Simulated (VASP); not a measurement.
Wanted: the native input for a VASP 6.6.1 run.

| Item | Value |
| --- | --- |
| Task | single point |
| Functional | PBEsol |
| Potentials or basis | VASP PAW PBE potentials, release 64 (Si, S) |
| Cutoff | 400 eV |
| k mesh | 1 × 1 × 1, shifted |
| Occupations | fermi-dirac, width 0.05 eV |
| Spin | no spin polarisation |
| Dipole correction | no |
| Further INCAR settings | LREAL = Auto; ALGO = Normal; EDIFF = 1e-06; NBANDS = 167; ISYM = -1 |

The structure of Si63S (a cell with a defect) lies in POSCAR:

```
Si63S
1.0
   10.8655790000      0.0000000000      0.0000000000
    0.0000000000     10.8655790000      0.0000000000
    0.0000000000      0.0000000000     10.8655790000
Si S
63 1
Direct
    0.0002470000      0.9997780000      0.0000680000
    0.9978480000      0.9974120000      0.4978960000
    0.9978340000      0.4976070000      0.9976680000
    0.0013960000      0.5003890000      0.5006860000
    0.4980450000      0.9974210000      0.9976780000
    0.5008550000      0.0009630000      0.5006710000
    0.5008390000      0.5004090000      0.0012570000
    0.1256630000      0.1251970000      0.1254840000
    0.1243700000      0.1239140000      0.6240120000
    0.1243450000      0.6237260000      0.1241810000
    0.1265190000      0.6260620000      0.6263200000
    0.6241460000      0.1239260000      0.1241940000
    0.6264940000      0.1260780000      0.6263380000
    0.6264770000      0.6260440000      0.1263530000
    0.6240730000      0.6236120000      0.6239160000
    0.2505160000      0.2500690000      0.9996900000
    0.2502030000      0.2497420000      0.4996500000
    0.2493120000      0.7495760000      0.0004690000
    0.2501190000      0.7519590000      0.5014050000
    0.7500410000      0.2488310000      0.0004810000
    0.7523790000      0.2496790000      0.5014140000
    0.7502390000      0.7498140000      0.9992370000
    0.7482360000      0.7477790000      0.4968180000
    0.3755230000      0.3750710000      0.1254060000
    0.3703200000      0.3698630000      0.6351760000
    0.3747510000      0.8741020000      0.1255240000
    0.3750590000      0.8767070000      0.6255090000
    0.8745740000      0.3742920000      0.1255480000
    0.8771490000      0.3746100000      0.6255230000
    0.8752740000      0.8748320000      0.1249610000
    0.8732690000      0.8728050000      0.6252990000
    0.2505210000      0.9993980000      0.2503590000
    0.2492800000      0.0001710000      0.7498750000
    0.2502220000      0.4994040000      0.2500210000
    0.2501270000      0.5011360000      0.7522000000
    0.7500290000      0.0002010000      0.2491160000
    0.7502600000      0.9989530000      0.7500840000
    0.7523980000      0.5011280000      0.2499630000
    0.7482570000      0.4965390000      0.7481180000
    0.3755130000      0.1251160000      0.3753560000
    0.3747380000      0.1252630000      0.8744020000
    0.3703060000      0.6349400000      0.3701210000
    0.3750660000      0.6252170000      0.8769630000
    0.8745500000      0.1252590000      0.3745650000
    0.8752710000      0.1246620000      0.8751310000
    0.8771510000      0.6252250000      0.3748990000
    0.8732660000      0.6250530000      0.8731050000
    0.9998880000      0.2500780000      0.2503580000
    0.0006150000      0.2488400000      0.7499030000
    0.0006310000      0.7496010000      0.2491290000
    0.9994190000      0.7498150000      0.7501040000
    0.4998130000      0.2497700000      0.2500540000
    0.5015630000      0.2496760000      0.7522260000
    0.5015730000      0.7519500000      0.2499670000
    0.4969660000      0.7477900000      0.7480660000
    0.1255900000      0.3750860000      0.3753480000
    0.1256970000      0.3743140000      0.8743820000
    0.1256950000      0.8741100000      0.3745850000
    0.1251480000      0.8748340000      0.8751380000
    0.6353380000      0.3698880000      0.3701670000
    0.6256610000      0.3746060000      0.8770010000
    0.6256900000      0.8766990000      0.3748980000
    0.6254880000      0.8728590000      0.8731220000
    0.4981410000      0.4976410000      0.4979320000
```

The input as run:

INCAR

```
PREC = Accurate ; ENCUT = 400
EDIFF = 1E-6 ; ISMEAR = -1
SIGMA = 0.05 ; LREAL = Auto
LASPH = True ; NELM = 120
ALGO = Normal ; ISIF = 2
LWAVE = False ; LCHARG = True
GGA = PS ; LELF = True
LVHAR = True ; NBANDS = 167
ISYM = -1 ; GGA_COMPAT = False
```

KPOINTS

```
explicit points
1
Reciprocal
  0.25000000   0.25000000   0.25000000 1
```

Potentials or basis: VASP PAW PBE potentials, release 64 (Si, S).

Launch:

```sh
$ cat potpaw_PBE.64/Si/POTCAR potpaw_PBE.64/S/POTCAR > POTCAR
$ mpirun -np 1 vasp_std > vasp.out
```

Results of the run:

| Quantity | Value |
| --- | --- |
| Pressure | -0.1 GPa |
| Largest force | 0.022 eV/Å |

Caveat: the PAW data sets were made with another functional, which shifts forces and pressure a little.

Run time: 3.5 min on 1 thread of AMD EPYC 9R45 96-Core Processor (Zen 5), on a shared host, peak memory 0.73 GiB.
